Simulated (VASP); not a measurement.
Be3H2: relaxation of cell and atoms with PBE

The system is Be3H2.

```
Be H
1.0
     0.00000    2.52298    3.58865
     2.27289    0.00000    3.58865
     2.27289    2.52298    0.00000
Be H
3 2
Direct
  0.20357 0.79643 0.20357
  0.79643 0.20357 0.79643
  0.50000 0.50000 0.50000
  0.75000 0.25000 0.25000
  0.25000 0.75000 0.75000
```

The cell was generated, and may not be a known phase.

```yaml
Program: VASP 6.6.1
Task: relaxation of cell and atoms
Functional: PBE
Potentials_or_basis: VASP PAW PBE potentials, release 64 (Be, H)
Cutoff: 600 eV
k_mesh: 6 × 6 × 6
Occupations: gaussian, width 0.1 eV
Spin: no spin polarisation
Dipole_correction: no
Further_INCAR_settings: ALGO = Normal; EDIFF = 1e-07; IBRION = 2; EDIFFG = -0.04; NSW = 90; ISIF = 3
```

| Property | Result |
| --- | --- |
| Relaxed volume | 8.76 Å³/atom |
| Relaxed cell | a = 3.698 Å, b = 4.131 Å, c = 4.885 Å, α = 47.53°, β = 55.48°, γ = 76.99° |
| Space group after relaxing (to 0.1 Å) | Fmmm (No. 69) |
| Energy gained by relaxing | 1647.2 meV/atom |
| Ionic steps | 37 |
| Pressure after relaxing | 0.2 GPa |
| Largest force after relaxing | 0.035 eV/Å |
| Band gap on the k mesh | zero (bands 4 and 5 overlap by 1.47 eV) |

Forces on the atoms (eV/Å):
```
Be   0.000  0.013  0.000
Be   0.000 -0.013  0.000
Be   0.000  0.000  0.000
H   -0.035  0.000  0.000
H    0.035  0.000  0.000
```

Stress tensor (GPa, compression positive):
```
0.14 0.00 0.00
0.00 0.33 0.00
0.00 0.00 0.18
```

Step by step:
```tsv
step	energy change (eV)	largest force (eV/Å)	pressure (GPa)	volume (Å³)
1	0.0000	7.7057	44.27	41.16
2	-4.1570	6.4427	6.57	55.09
3	-4.7185	3.4196	8.60	50.21
4	-4.7094	3.8251	7.97	50.86
5	-5.6220	0.5233	-5.98	56.44
6	-5.6218	0.5266	-5.82	56.34
7	-5.8003	0.1573	-5.36	53.68
8	-6.2642	0.9170	-2.62	46.00
9	-6.3792	2.8996	19.26	31.87
10	-6.4752	1.5856	0.91	41.36
11	-6.5375	1.9550	3.69	38.86
12	-6.6155	1.9366	4.04	38.11
13	-6.8318	1.8777	6.14	35.84
14	-6.9210	1.6857	16.88	31.20
15	-6.9620	1.8395	10.81	33.19
16	-7.1281	1.5325	8.72	33.63
17	-7.4782	1.0109	3.00	34.94
18	-7.4960	0.9694	-4.17	37.51
19	-7.5938	0.9188	-1.33	36.32
20	-7.7080	0.6708	-1.23	36.49
21	-7.8541	0.7200	0.03	36.89
22	-7.9300	0.5253	0.83	36.95
23	-7.9728	0.3654	2.52	37.01
24	-8.0072	0.2555	0.61	37.74
25	-8.0141	0.5349	-1.02	38.49
26	-8.0373	0.4880	-1.21	38.84
27	-8.0666	0.3841	-1.37	39.55
28	-8.0775	0.4741	-1.54	40.89
29	-8.1034	0.4895	-1.06	41.09
30	-8.1473	0.5781	0.99	41.62
31	-8.1477	0.6140	1.93	41.79
32	-8.1888	0.3604	1.49	42.19
33	-8.2191	0.2873	0.80	43.01
34	-8.2195	0.2487	0.85	42.93
35	-8.2300	0.1176	0.72	43.22
36	-8.2349	0.0586	0.61	43.60
37	-8.2358	0.0354	0.22	43.81
```

Final structure:
```xyz
5
Lattice="0.0000 3.1997 1.8545 3.6914 0.0000 1.8545 3.6914 3.1997 0.0000" Properties=species:S:1:pos:R:3 pbc="T T T"
Be    3.6914    1.0422    1.8545
Be    3.6914    5.3573    1.8545
Be    3.6914    3.1997    1.8545
H     1.0560    3.1997    1.8545
H     6.3269    3.1997    1.8545
```

Levels at points of the mesh, in eV from the Fermi level:
```csv
k point,band 1,band 2,band 3,band 4,band 5,band 6,band 7,band 8
"(0.00, 0.00, 0.00)",-10.66,-4.37,-1.78,0.68,1.29,1.87,3.33,4.21
"(0.50, 0.00, 0.00)",-8.87,-5.97,-4.15,-2.84,0.38,3.27,5.42,6.88
"(0.50, 0.50, 0.00)",-8.34,-5.92,-4.70,-2.76,-0.79,0.62,5.86,11.20
"(0.50, 0.00, 0.50)",-9.44,-5.63,-3.45,-2.32,2.30,2.96,4.08,5.00
"(0.00, 0.50, 0.50)",-9.29,-7.51,-1.97,0.22,1.47,1.49,5.74,6.58
```

Run time: 13 min on 1 thread of Intel Xeon 8259CL, with other jobs on the host, peak memory 0.2 GiB.

Caveat: a cell axis changed by over 15 % at a fixed basis, so the end point is rough.
